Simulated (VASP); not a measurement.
# V4O in VASP: further runs

Runs on V4O. Level: PBE. Tasks: single point.

All numbers are computed with VASP 6.6.1; they aren't measurements. Logs are shortened: lines on timing, memory, paths and dates and some standing lists are left out, and cuts for length are marked.

### 1 The cell of the first run

The cell holds a slab with vacuum, 5 atoms: a = 2.997 Å, b = 2.997 Å, c = 21.333 Å, α = 90.00°, β = 90.00°, γ = 90.00°.

### 2 Single point, PBE

Contents of INCAR:

```
SYSTEM = V4O
PREC = Accurate ; ENCUT = 520
EDIFF = 1E-7 ; ISMEAR = 0
SIGMA = 0.1 ; LREAL = .False.
LASPH = .True. ; NELM = 80
ALGO = Normal ; ISIF = 2
LWAVE = .False. ; LCHARG = .True.
LDIPOL = .True. ; IDIPOL = 3
DIPOL = 0.5 0.5 0.319 ; GGA = PE
LELF = .True. ; LVHAR = .True.
LVACPOTAV = .True. ; NBANDS = 37
```

Contents of KPOINTS:

```
Automatic mesh
0
Gamma
  9 9 1
  0 0 0
```

Contents of POSCAR:

```
V4O
1.0
    2.9971751491      0.0000000000      0.0000000000
    0.0000000000      2.9971751491      0.0000000000
    0.0000000000      0.0000000000     21.3333819395
V O
4 1
Direct
    0.5000000000      0.5000000000      0.1874995728
    0.0000000000      0.0000000000      0.2577457053
    0.5000000000      0.5000000000      0.3267158760
    0.0000000000      0.0000000000      0.3906263884
    0.5000000000      0.5000000000      0.4318762944
```

Potentials or basis: VASP PAW PBE potentials, release 64 (V_sv, O).

The run is started by

```console
$ cat potpaw_PBE.64/V_sv/POTCAR potpaw_PBE.64/O/POTCAR > POTCAR
$ mpirun -np 1 vasp_std > vasp.out
```

OUTCAR:

```text
SYSTEM = V4O
   PREC = Accurate
   ENCUT = 520
   EDIFF = 1E-7
   ISMEAR = 0
   LREAL = .False.
   LASPH = .True.
   NELM = 80
   ISIF = 2
   GGA = PE

 ion  position               nearest neighbor table
   1  0.500  0.500  0.187-   2 2.60   2 2.60   2 2.60   2 2.60
   2  0.000  0.000  0.258-   3 2.58   3 2.58   3 2.58   3 2.58   1 2.60   1 2.60   1 2.60   1 2.60
                             4 2.83
   3  0.500  0.500  0.327-   5 2.24   4 2.52   4 2.52   4 2.52   4 2.52   2 2.58   2 2.58   2 2.58
                             2 2.58
   4  0.000  0.000  0.391-   5 2.29   5 2.29   5 2.29   5 2.29   3 2.52   3 2.52   3 2.52   3 2.52
                             2 2.83
   5  0.500  0.500  0.432-   3 2.24   4 2.29   4 2.29   4 2.29   4 2.29

  LATTYP: Found a simple tetragonal cell.
 ALAT       =     2.9971751491
 C/A-ratio  =     7.1178295823

  Lattice vectors:

 A1 = (   2.9971751491,   0.0000000000,   0.0000000000)
 A2 = (   0.0000000000,   2.9971751491,   0.0000000000)
 A3 = (   0.0000000000,   0.0000000000,  21.3333819395)

Analysis of symmetry for initial positions (statically):
=====================================================================
 Subroutine PRICEL returns:
 Original cell was already a primitive cell.

 Routine SETGRP: Setting up the symmetry group for a
 simple tetragonal supercell.

 Subroutine GETGRP returns: Found  8 space group operations
 (whereof  8 operations were pure point group operations)
 out of a pool of 16 trial point group operations.

The static configuration has the point symmetry C_4v.

Analysis of symmetry for dynamics (positions and initial velocities):
=====================================================================
 Subroutine PRICEL returns:
 Original cell was already a primitive cell.

 Routine SETGRP: Setting up the symmetry group for a
 simple tetragonal supercell.

 Subroutine GETGRP returns: Found  8 space group operations
 (whereof  8 operations were pure point group operations)
 out of a pool of 16 trial point group operations.

The dynamic configuration has the point symmetry C_4v.

 Subroutine INISYM returns: Found  8 space group operations
 (whereof  8 operations are pure point group operations),
 and found     1 'primitive' translations

----------------------------------------------------------------------------------------

                                     Primitive cell

  volume of cell :     191.6390

  direct lattice vectors                    reciprocal lattice vectors
     2.997175149  0.000000000  0.000000000     0.333647501  0.000000000  0.000000000
     0.000000000  2.997175149  0.000000000     0.000000000  0.333647501  0.000000000
     0.000000000  0.000000000 21.333381940     0.000000000  0.000000000  0.046874893

  length of vectors
     2.997175149  2.997175149 21.333381940     0.333647501  0.333647501  0.046874893

  position of ions in fractional coordinates (direct lattice)
     0.500000000  0.500000000  0.187499573
     0.000000000  0.000000000  0.257745705
     0.500000000  0.500000000  0.326715876
     0.000000000  0.000000000  0.390626388
     0.500000000  0.500000000  0.431876294

  ion indices of the primitive-cell ions
   primitive index   ion index
                 1           1
                 2           2
                 3           3
                 4           4
                 5           5

----------------------------------------------------------------------------------------

 KPOINTS: Automatic mesh

Automatic generation of k-mesh.
 Grid dimensions read from file:
 generate k-points for:    9    9    1

 Generating k-lattice:

  Cartesian coordinates                     Fractional coordinates (reciprocal lattice)
     0.037071945  0.000000000  0.000000000     0.111111111  0.000000000  0.000000000
     0.000000000  0.037071945  0.000000000     0.000000000  0.111111111  0.000000000
     0.000000000  0.000000000  0.046874893     0.000000000  0.000000000  1.000000000

  Length of vectors
     0.037071945  0.037071945  0.046874893

  Shift w.r.t. Gamma in fractional coordinates (k-lattice)
     0.000000000  0.000000000  0.000000000

 Subroutine IBZKPT returns following result:
 ===========================================

 Found     15 irreducible k-points:

 Following reciprocal coordinates:
            Coordinates               Weight
  0.000000  0.000000  0.000000      1.000000
  0.111111  0.000000  0.000000      4.000000
  0.222222  0.000000  0.000000      4.000000
  0.333333  0.000000  0.000000      4.000000
  0.444444  0.000000  0.000000      4.000000
  0.111111  0.111111  0.000000      4.000000
  0.222222  0.111111  0.000000      8.000000
  0.333333  0.111111  0.000000      8.000000
  0.444444  0.111111  0.000000      8.000000
  0.222222  0.222222  0.000000      4.000000
  0.333333  0.222222  0.000000      8.000000
  0.444444  0.222222  0.000000      8.000000
  0.333333  0.333333  0.000000      4.000000
  0.444444  0.333333  0.000000      8.000000
  0.444444  0.444444  0.000000      4.000000
   k-points           NKPTS =     15   k-points in BZ     NKDIM =     15   number of bands    NBANDS=     37
   number of dos      NEDOS =    301   number of ions     NIONS =      5
   total plane-waves  NPLWV =  92160
   dimension x,y,z NGX =    24 NGY =   24 NGZ =  160
   dimension x,y,z NGXF=    48 NGYF=   48 NGZF=  320
   ions per type =               4   1
   NGX,Y,Z   is equivalent  to a cutoff of  13.31, 13.31, 12.47 a.u.
   NGXF,Y,Z  is equivalent  to a cutoff of  26.62, 26.62, 24.94 a.u.
 SYSTEM =  V4O
   PREC   = accura    normal or accurate (medium, high low for compatibility)
   ISTART =      0    job   : 0-new  1-cont  2-samecut
   ICHARG =      2    charge: 1-file 2-atom 10-const
   ISPIN  =      1    spin polarized calculation?
   LNONCOLLINEAR =      F non collinear calculations
   LSORBIT =      F    spin-orbit coupling
   LASPH  =      T    aspherical Exc in radial PAW
   ENCUT  =  520.0 eV  38.22 Ry    6.18 a.u.   5.57  5.57 39.67*2*pi/ulx,y,z
   NELM   =     80;   NELMIN=  2; NELMDL= -5     # of ELM steps
   EDIFF  = 0.1E-06   stopping-criterion for ELM
   LREAL  =      F    real-space projection
   EDIFFG = 0.1E-05   stopping-criterion for IOM
   NSW    =      0    number of steps for IOM
   IBRION =     -1    ionic relax: 0-MD 1-quasi-New 2-CG
   NFREE  =      0    steps in history (QN), initial steepest desc. (CG)
   ISIF   =      2    stress and relaxation
   ISYM   =      2    0-nonsym 1-usesym 2-fastsym
   POTIM  = 0.5000    time-step for ionic-motion
   TEBEG  =    0.0;   TEEND  =   0.0 temperature during run
   PSTRESS=    0.0 pullay stress
   NELECT =      58.0000    total number of electrons
   NUPDOWN=      -1.0000    fix difference up-down
   EMIN   =  10.00;   EMAX   =-10.00  energy-range for DOS
   EFERMI =   0.00;   METHOD = LEGACY
   ISMEAR =     0;   SIGMA  =   0.10  broadening in eV -4-tet -1-fermi 0-gaus
   EFERMI_NEDOS =   21; number of points for ismear=-14 and -15
   IALGO  =     38    algorithm
   IMIX   =      4    mixing-type and parameters
     AMIX     =   0.40;   BMIX     =  1.00
     AMIX_MAG =   1.60;   BMIX_MAG =  1.00
  volume/ion in A,a.u.               =      38.33       258.65
  Fermi-wavevector in a.u.,A,eV,Ry     =   1.099148  2.077089 16.437557  1.208126
  Thomas-Fermi vector in A             =   2.235538
   LORBIT       =      0    0 simple, 1 ext, 2 COOP (PROOUT), +10 PAW based schemes
   GGA     = PE    functional components
   LHFCALC =     F    Hartree Fock is set to
   AEXX    =    0.0000 exact exchange contribution
   IVDW    =     0    specifies the selected vdW correction
   LEPSILON=     F    determine dielectric tensor
   LRPA    =     F    only Hartree local field effects (RPA)
 non-spin polarized calculation
 Gauss-broadening in eV      SIGMA  =   0.10
  energy-cutoff  :      520.00
  volume of cell :      191.64
 maximum number of plane-waves:      5215
 NGX is ok and might be reduce to    24
   NGX = 11   NGY = 11   NGZ = 79

 dipolmoment           0.000000      0.000000     -0.211574 electrons x Angstroem

 number of electron      57.9999985 magnetization

 dipolmoment           0.000000      0.000000      0.075376 electrons x Angstroem

 Free energy of the ion-electron system (eV)
  ---------------------------------------------------
  ext. energy  EPLUGINS =         0.00000000
  ---------------------------------------------------
  free energy    TOTEN  =       -42.14537383 eV

  energy without entropy =      -42.12622120  energy(sigma->0) =      -42.13579751

 E-fermi :  -0.1066     XC(G=0):  -4.9425

 val. band max:       -0.1137246321   @ k =   0.0000   0.0000   0.0000
 cond. band min:      -0.0323000168   @ k =   0.1111   0.0000   0.0000
 fundamental gap:      0.0814246153
 Fermi energy:        -0.1065829260

 k-point     1 :       0.0000    0.0000    0.0000
  band No.  band energies     occupation
      1     -64.9647      2.00000
      2     -64.4232      2.00000
      3     -63.9863      2.00000
      4     -63.8120      2.00000
      5     -38.8417      2.00000
      6     -38.8417      2.00000
[... 29 lines left out ...]
     36       1.1058      0.00000
     37       1.4652      0.00000

 k-point     2 :       0.1111    0.0000    0.0000
  band No.  band energies     occupation
      1     -64.9614      2.00000
      2     -64.4198      2.00000
      3     -63.9812      2.00000
      4     -63.8167      2.00000
      5     -38.8668      2.00000
      6     -38.8354      2.00000
[... 29 lines left out ...]
     36       1.2326      0.00000
     37       1.5756      0.00000

 k-point     3 :       0.2222    0.0000    0.0000
  band No.  band energies     occupation
      1     -64.9529      2.00000
      2     -64.4112      2.00000
      3     -63.9665      2.00000
      4     -63.8304      2.00000
      5     -38.9281      2.00000
      6     -38.8192      2.00000
[... 29 lines left out ...]
     36       1.4667      0.00000
     37       1.6941      0.00000

 k-point     4 :       0.3333    0.0000    0.0000
  band No.  band energies     occupation
      1     -64.9433      2.00000
      2     -64.4014      2.00000
      3     -63.9442      2.00000
      4     -63.8516      2.00000
      5     -38.9947      2.00000
      6     -38.8005      2.00000
[... 29 lines left out ...]
     36       1.6417      0.00000
     37       1.6502      0.00000
[... 323 lines left out ...]
      1     -64.9290      2.00000
      2     -64.3875      2.00000
      3     -63.9155      2.00000
      4     -63.8614      2.00000
      5     -38.9802      2.00000
      6     -38.9708      2.00000
[... 29 lines left out ...]
     36       2.0508      0.00000
     37       2.1561      0.00000

 k-point    14 :       0.4444    0.3333    0.0000
  band No.  band energies     occupation
      1     -64.9248      2.00000
      2     -64.3834      2.00000
      3     -63.9034      2.00000
      4     -63.8680      2.00000
      5     -39.0212      2.00000
      6     -38.9737      2.00000
[... 29 lines left out ...]
     36       2.0992      0.00000
     37       2.2307      0.00000

 k-point    15 :       0.4444    0.4444    0.0000
  band No.  band energies     occupation
      1     -64.9212      2.00000
      2     -64.3800      2.00000
      3     -63.8985      2.00000
      4     -63.8659      2.00000
      5     -39.0218      2.00000
      6     -39.0202      2.00000
[... 29 lines left out ...]
     36       2.2305      0.00000
     37       2.2549      0.00000

------------------------ aborting loop because EDIFF is reached ----------------------------------------

  FORCE on cell =-STRESS in cart. coord.  units (eV):
  Direction    XX          YY          ZZ          XY          YZ          ZX
  --------------------------------------------------------------------------------------
  -------------------------------------------------------------------------------------
  Total       -6.7212841     -6.7212841     -2.5302901      0.0000000      0.0000000      0.0000000
  in kB      -56.1925684    -56.1925684    -21.1542167      0.0000000      0.0000000      0.0000000
  external PRESSURE =     -44.5131179 kB  Pullay stress =       0.0000000 kB

 VOLUME and BASIS-vectors are now :
 -----------------------------------------------------------------------------
  energy-cutoff  :      520.00
  volume of cell :      191.64
      direct lattice vectors                 reciprocal lattice vectors
     2.997175149  0.000000000  0.000000000     0.333647501  0.000000000  0.000000000
     0.000000000  2.997175149  0.000000000     0.000000000  0.333647501  0.000000000
     0.000000000  0.000000000 21.333381940     0.000000000  0.000000000  0.046874893

 POSITION                                       TOTAL-FORCE (eV/Angst)
 -----------------------------------------------------------------------------------
      1.49859      1.49859      4.00000        -0.000000      0.000000      0.699842
      0.00000      0.00000      5.49859        -0.000000      0.000000     -0.634697
      1.49859      1.49859      6.96995        -0.000000     -0.000000     -0.906715
      0.00000      0.00000      8.33338        -0.000000      0.000000      3.673814
      1.49859      1.49859      9.21338         0.000000      0.000000     -2.832244
 -----------------------------------------------------------------------------------
    total drift:                                0.000000      0.000000      0.000747

  FREE ENERGIE OF THE ION-ELECTRON SYSTEM (eV)
  ---------------------------------------------------
  free  energy   TOTEN  =       -42.1453738263 eV

  energy  without entropy=      -42.1262212000  energy(sigma->0) =      -42.13579751

 vacuum level on the upper side and lower side of the slab         5.374         3.855
```

Run time: 4 min. Hardware: 1 thread of Intel Xeon Platinum 8375C at 2.90GHz (Ice Lake), shared host; peak memory 0.33 GiB.

Results:

```yaml
Free_energy: -42.1454 eV
Largest_force: 3.674 eV/Å
Band_gap_on_the_k_mesh: zero (filled and empty bands overlap)
```

Forces in eV/Å, atoms in the order of the input:
```
V    0.000  0.000  0.700
V    0.000  0.000 -0.635
V    0.000  0.000 -0.907
V    0.000  0.000  3.674
O    0.000  0.000 -2.832
```

Caveat: the run has no spin polarisation, though such a crystal can be magnetic.

[end of part 1 of 3]
